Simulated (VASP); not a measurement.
Set up this calculation in VASP 6.6.1, as the native input.

| Property | Result |
| --- | --- |
| Task | single point |
| Functional | PBEsol |
| Potentials or basis | VASP PAW PBE potentials, release 64 (Ba_sv, H) |
| Cutoff | 520 eV |
| k mesh | 9 × 9 × 6 |
| Occupations | gaussian, width 0.02 eV |
| Spin | no spin polarisation |
| Dipole correction | no |
| Further INCAR settings | ALGO = Normal; EDIFF = 1e-06; NBANDS = 21 |

The structure of BaH2 lies in POSCAR:

```
BaH2
1.0
    4.4134872919      0.0000000000      0.0000000000
   -2.2067436459      3.8221921141      0.0000000000
    0.0000000000      0.0000000000      5.8914269584
Ba H
2 4
Direct
    0.6666666667      0.3333333333      0.7500000000
    0.3333333333      0.6666666667      0.2500000000
    0.3333333333      0.6666666667      0.7500000000
    0.6666666667      0.3333333333      0.2500000000
    0.0000000000      0.0000000000      0.5000000000
    0.0000000000      0.0000000000      0.0000000000
```

These files were run (other wordings do the same):

INCAR

```
PREC = Accurate
ENCUT = 520
EDIFF = 1E-6
ISMEAR = 0
SIGMA = 0.02
LREAL = False
LASPH = True
NELM = 100
ALGO = Normal
ISIF = 2
LWAVE = False
LCHARG = True
GGA = PS
LELF = True
LVHAR = True
NBANDS = 21
```

KPOINTS

```
regular mesh
0
Gamma
  9 9 6
```

Potentials or basis: VASP PAW PBE potentials, release 64 (Ba_sv, H).

Launch:

```bash
$ cat potpaw_PBE.64/Ba_sv/POTCAR potpaw_PBE.64/H/POTCAR > POTCAR
$ mpirun -np 1 vasp_std > vasp.out
```

Results of the run:

The pressure is -0.3 GPa and the band gap on the k mesh is 1.49 eV (least direct gap 2.48 eV).

Caveat: the PAW data sets were made with another functional, which shifts forces and pressure a little; spin-orbit coupling is left out, which moves the levels of the heavy elements.

Wall time 98 s on 1 thread of AMD EPYC 7R13, with other jobs on the host, peak memory 0.29 GiB.
